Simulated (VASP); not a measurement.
# Ni (Im-3m) in VASP: a series of runs

Ni is run at these levels: BLYP; tasks: single point.

All numbers are computed with VASP 6.6.1; they aren't measurements. Logs are shortened: lines on timing, memory, paths and dates and some standing lists are left out, and cuts for length are marked.

### Step 1. The cell of the first run

It takes space group Im-3m (No. 229, cubic). Conventional cell: a = 2.848 Å, b = 2.848 Å, c = 2.848 Å, α = 90.00°, β = 90.00°, γ = 90.00°. Ni (site symmetry m-3m) has 14 Ni at 2.47 to 2.85 Å within 3.3 Å.

### Step 2. Single point, BLYP, collinear spin, ferromagnetic start

Input file INCAR:

```
AGGAC = 1.0 ; AGGAX = 1.0
ALDAC = 0.0 ; ALDAX = 1.0
ALGO = Normal ; EDIFF = 1E-6
ENCUT = 520 ; GGA = B5
ISIF = 2 ; ISMEAR = -1
ISPIN = 2 ; LASPH = T
LCHARG = F ; LMAXMIX = 4
LORBIT = 11 ; LREAL = F
LWAVE = F ; MAGMOM = 0.589
NBANDS = 15 ; NELM = 150
PREC = Accurate ; SIGMA = 0.05
```

Input file KPOINTS:

```
k-points
0
Gamma
  17 17 17
```

Input file POSCAR:

```
Ni
1.0
   -1.4239439376      1.4239439376      1.4239439376
    1.4239439376     -1.4239439376      1.4239439376
    1.4239439376      1.4239439376     -1.4239439376
Ni
1
Direct
    0.0000000000      0.0000000000      0.0000000000
```

Potentials or basis: VASP PAW PBE potentials, release 64 (Ni).

The run is started by

```sh
> cat potpaw_PBE.64/Ni/POTCAR > POTCAR
> mpirun -np 1 vasp_std > vasp.out
```

OUTCAR:

```text
EDIFF = 1E-6
   ENCUT = 520
   GGA = B5
   ISIF = 2
   ISMEAR = -1
   ISPIN = 2
   LASPH = T
   LORBIT = 11
   LREAL = F
   NELM = 150
   PREC = Accurate

 ion  position               nearest neighbor table
   1  0.000  0.000  0.000-

  LATTYP: Found a body centered cubic cell.
 ALAT       =     2.8478878752

  Lattice vectors:

 A1 = (  -1.4239439376,   1.4239439376,   1.4239439376)
 A2 = (   1.4239439376,  -1.4239439376,   1.4239439376)
 A3 = (   1.4239439376,   1.4239439376,  -1.4239439376)

Analysis of symmetry for initial positions (statically):
=====================================================================
 Subroutine PRICEL returns:
 Original cell was already a primitive cell.

 Routine SETGRP: Setting up the symmetry group for a
 body centered cubic supercell.

 Subroutine GETGRP returns: Found 48 space group operations
 (whereof 48 operations were pure point group operations)
 out of a pool of 48 trial point group operations.

The static configuration has the point symmetry O_h .

Analysis of symmetry for dynamics (positions and initial velocities):
=====================================================================
 Subroutine PRICEL returns:
 Original cell was already a primitive cell.

 Routine SETGRP: Setting up the symmetry group for a
 body centered cubic supercell.

 Subroutine GETGRP returns: Found 48 space group operations
 (whereof 48 operations were pure point group operations)
 out of a pool of 48 trial point group operations.

The dynamic configuration has the point symmetry O_h .

Analysis of structural, dynamic, and magnetic symmetry:
=====================================================================
 Subroutine PRICEL returns:
 Original cell was already a primitive cell.

 Routine SETGRP: Setting up the symmetry group for a
 body centered cubic supercell.

 Subroutine GETGRP returns: Found 48 space group operations
 (whereof 48 operations were pure point group operations)
 out of a pool of 48 trial point group operations.

The overall configuration has the point symmetry O_h .

 Subroutine INISYM returns: Found 48 space group operations
 (whereof 48 operations are pure point group operations),
 and found     1 'primitive' translations

----------------------------------------------------------------------------------------

                                     Primitive cell

  volume of cell :      11.5488

  direct lattice vectors                    reciprocal lattice vectors
    -1.423943938  1.423943938  1.423943938     0.000000000  0.351137420  0.351137420
[... 115 lines left out ...]
 spin polarized calculation
  energy-cutoff  :      520.00
  volume of cell :       11.55
 maximum number of plane-waves:       325
   NGX =  9   NGY =  9   NGZ =  9

 number of electron      10.0000002 magnetization       0.5341882

 Free energy of the ion-electron system (eV)
  ---------------------------------------------------
  ext. energy  EPLUGINS =         0.00000000
  ---------------------------------------------------
  free energy    TOTEN  =        -4.52901820 eV

  energy without entropy =       -4.51671204  energy(sigma->0) =       -4.52286512

 E-fermi :   8.8899     XC(G=0): -12.3177

 val. band max:        8.8897762050   @ k =  -0.2941   0.3529   0.1176
 cond. band min:       8.8924263213   @ k =  -0.2941   0.4118   0.1176
 fundamental gap:      0.0026501162
 Fermi energy:         8.8899359364

 spin component 1

 k-point     1 :       0.0000    0.0000    0.0000
  band No.  band energies     occupation
      1       0.5488      1.00000
      2       6.7470      1.00000
      3       6.7470      1.00000
      4       6.7471      1.00000
      5       8.0653      1.00000
      6       8.0653      1.00000
      7      35.0863      0.00000
      8      35.0863      0.00000
      9      35.0863      0.00000
     10      39.3727      0.00000
     11      39.3728      0.00000
     12      39.3728      0.00000
     13      39.5765      0.00000
     14      39.5765      0.00000
[... 403 lines left out ...]
      4       7.7772      1.00000
      5       8.1499      1.00000
      6       8.4376      0.99988
      7      23.8129      0.00000
      8      24.2737      0.00000
      9      29.7551      0.00000
     10      35.0517      0.00000
     11      37.8227      0.00000
     12      41.2686      0.00000
     13      44.2358      0.00000
     14      47.3631      0.00000
     15      49.2528      0.00000

 [... further k-points ...]

 spin component 2

 k-point     1 :       0.0000    0.0000    0.0000
  band No.  band energies     occupation
      1       0.5510      1.00000
      2       7.3964      1.00000
      3       7.3964      1.00000
      4       7.3964      1.00000
      5       8.4942      0.99963
      6       8.4942      0.99963
      7      35.0137      0.00000
      8      35.0137      0.00000
      9      35.0137      0.00000
     10      39.5313      0.00000
     11      39.5313      0.00000
     12      39.5320      0.00000
     13      39.5320      0.00000
     14      39.5320      0.00000
[... 403 lines left out ...]
      4       8.2569      1.00000
      5       8.6453      0.99255
      6       9.0418      0.04581
      7      23.9254      0.00000
      8      24.3945      0.00000
      9      29.8362      0.00000
     10      35.0567      0.00000
     11      37.8979      0.00000
     12      41.3057      0.00000
     13      44.3233      0.00000
     14      47.3797      0.00000
     15      49.3434      0.00000

 [... further k-points ...]
[... 5 lines left out ...]
  --------------------------------------------------------------------------------------
  -------------------------------------------------------------------------------------
  Total        0.0052327      0.0052327      0.0052327      0.0000000     -0.0000000      0.0000000
  in kB        0.7259288      0.7259288      0.7259288      0.0000000     -0.0000000      0.0000000
  external PRESSURE =       0.7259288 kB  Pullay stress =       0.0000000 kB

 VOLUME and BASIS-vectors are now :
 -----------------------------------------------------------------------------
  energy-cutoff  :      520.00
  volume of cell :       11.55
      direct lattice vectors                 reciprocal lattice vectors
    -1.423943938  1.423943938  1.423943938     0.000000000  0.351137420  0.351137420
     1.423943938 -1.423943938  1.423943938     0.351137420  0.000000000  0.351137420
     1.423943938  1.423943938 -1.423943938     0.351137420  0.351137420  0.000000000

 POSITION                                       TOTAL-FORCE (eV/Angst)
 -----------------------------------------------------------------------------------
      0.00000      0.00000      0.00000         0.000000      0.000000      0.000000
 -----------------------------------------------------------------------------------
    total drift:                               -0.000000      0.000000      0.000000

  FREE ENERGIE OF THE ION-ELECTRON SYSTEM (eV)
  ---------------------------------------------------
  free  energy   TOTEN  =        -4.5290181996 eV

  energy  without entropy=       -4.5167120443  energy(sigma->0) =       -4.52286512

 total charge

# of ion       s       p       d       tot
------------------------------------------
    1        0.472   0.425   8.366   9.263

 magnetization (x)

# of ion       s       p       d       tot
------------------------------------------
    1       -0.005  -0.014   0.563   0.543
```

OSZICAR:

```text
N       E                     dE             d eps       ncg     rms          rms(c)
DAV:   1     0.343058682720E+02    0.34306E+02   -0.41899E+03 10418   0.836E+02
DAV:   2    -0.385369728575E+01   -0.38160E+02   -0.35511E+02 11307   0.161E+02
DAV:   3    -0.535461998271E+01   -0.15009E+01   -0.14762E+01 12182   0.313E+01
DAV:   4    -0.536476970990E+01   -0.10150E-01   -0.10147E-01 11910   0.244E+00
DAV:   5    -0.536491301935E+01   -0.14331E-03   -0.14331E-03 12384   0.263E-01    0.850E+00
DAV:   6    -0.487389076976E+01    0.49102E+00   -0.12056E+01 14387   0.368E+01    0.559E+00
DAV:   7    -0.454139381996E+01    0.33250E+00   -0.23257E+00 13743   0.149E+01    0.157E+00
DAV:   8    -0.453116840877E+01    0.10225E-01   -0.20602E-02 12123   0.885E-01    0.732E-01
DAV:   9    -0.452939349550E+01    0.17749E-02   -0.16105E-03 15704   0.234E-01    0.222E-01
DAV:  10    -0.452902662043E+01    0.36688E-03   -0.38284E-04 16446   0.116E-01    0.624E-02
DAV:  11    -0.452901677065E+01    0.98498E-05   -0.12455E-04 14854   0.794E-02    0.151E-02
DAV:  12    -0.452901797960E+01   -0.12089E-05   -0.18480E-06 10899   0.117E-02    0.118E-02
DAV:  13    -0.452901819961E+01   -0.22001E-06   -0.66310E-07  9058   0.743E-03
   1 F= -.45290182E+01 E0= -.45228651E+01  d E =-.123062E-01  mag=     0.5347
```

Wall time 38 s (1 thread of Intel Xeon Platinum 8124M at 3.00GHz (Skylake/Cascade Lake), shared host); peak memory 0.16 GiB.

What came out:

* Free energy: -4.5290 eV
* Pressure: 0.1 GPa
* Net moment: 0.53 μB per cell
* Site moments: Ni +0.54 μB
* Valence electrons inside the program's atomic spheres: Ni 9.26

Caveat: the PAW data sets were made with another functional, which shifts forces and pressure a little.

### Step 3. Single point, BLYP, collinear spin, ferromagnetic start (volume scaled by 1.04)

Input file INCAR:

```
SYSTEM = Ni
PREC = Accurate
ENCUT = 520
EDIFF = 1E-7
ISMEAR = -1
SIGMA = 0.05
LREAL = .FALSE.
LASPH = .TRUE.
NELM = 150
ALGO = Normal
ISIF = 2
LWAVE = .FALSE.
LCHARG = .FALSE.
ISPIN = 2
MAGMOM = 0.589
LORBIT = 11
LMAXMIX = 4
GGA = B5
ALDAX = 1.0
AGGAX = 1.0
AGGAC = 1.0
ALDAC = 0.0
NBANDS = 15
```

Input file KPOINTS:

```
Automatic mesh
0
G
  17 17 17
  0 0 0
```

Input file POSCAR:

```
Ni
1.0
   -1.4426821909      1.4426821909      1.4426821909
    1.4426821909     -1.4426821909      1.4426821909
    1.4426821909      1.4426821909     -1.4426821909
Ni
1
Direct
    0.0000000000      0.0000000000      0.0000000000
```

Potentials or basis: VASP PAW PBE potentials, release 64 (Ni).

The run is started by

```sh
> cat potpaw_PBE.64/Ni/POTCAR > POTCAR
> mpirun -np 1 vasp_std > vasp.out
```

It took 49 s on 1 thread of Intel Xeon Platinum 8124M at 3.00GHz (Skylake/Cascade Lake), shared host; peak memory 0.16 GiB.

The run converged. Its results:

```yaml
Free_energy: -4.5209 eV
Pressure: -5.6 GPa
Net_moment: 0.56 μB per cell
Site_moments: Ni +0.57 μB
Valence_electrons_inside_the_program's_atomic_spheres: Ni 9.21
```

Levels at points of the mesh, in eV from the Fermi level:
Spin up:
```csv
k point,band 1,band 2,band 3,band 4,band 5,band 6,band 7,band 8,band 9,band 10
"(0.00, 0.00, 0.00)",-8.09,-2.07,-2.07,-2.07,-0.82,-0.82,25.79,25.79,25.79,29.48
```
Spin down:
```tsv
k point	band 3	band 4	band 5	band 6	band 7	band 8
(0.00, 0.00, 0.00)	-1.40	-1.40	-0.37	-0.37	25.71	25.71
```

Caveat: the PAW data sets were made with another functional, which shifts forces and pressure a little.

(Part 1 of 2 ends here.)
